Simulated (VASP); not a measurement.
Ti2OsC6, 9 atoms in the cell. Symmetry: Fm-3m, No. 225, cubic system. Conventional cell: a = 7.971 Å, b = 7.971 Å, c = 7.971 Å, α = 90.00°, β = 90.00°, γ = 90.00°. Within 3.7 Å of Ti (site symmetry -43m) lie 12 C at 2.83 Å and 4 Os at 3.45 Å. Os (site symmetry m-3m) has 6 C at 1.73 Å within 2.3 Å. C (site symmetry 4mm) has 1 Os at 1.73 Å within 2.3 Å. The cell was generated, and may not be a known phase.

- Program: VASP 6.6.1
- Task: relaxation of cell and atoms
- Functional: PBE
- Potentials or basis: VASP PAW PBE potentials, release 64 (Ti_sv, Os, C)
- Cutoff: 600 eV
- k mesh: 4 × 4 × 4
- Occupations: gaussian, width 0.1 eV
- Spin: no spin polarisation
- Dipole correction: no
- Further INCAR settings: ALGO = Normal; EDIFF = 1e-07; IBRION = 2; EDIFFG = -0.04; NSW = 90; ISIF = 3

Potentials or basis: VASP PAW PBE potentials, release 64 (Ti_sv, Os, C).

Command:

```bash
$ cat potpaw_PBE.64/Ti_sv/POTCAR potpaw_PBE.64/Os/POTCAR potpaw_PBE.64/C/POTCAR > POTCAR
$ mpirun -np 1 vasp_std > vasp.out
```

Hardware: 1 thread of AMD EPYC 9R45 96-Core Processor (Zen 5), with other jobs on the host.

Question: Estimate the wall time of this run.

Answer: It took 18 min on 1 thread of AMD EPYC 9R45 96-Core Processor (Zen 5), on a shared host, peak memory 0.36 GiB. Counts: scf iterations 434, k points 8, ion steps 26.
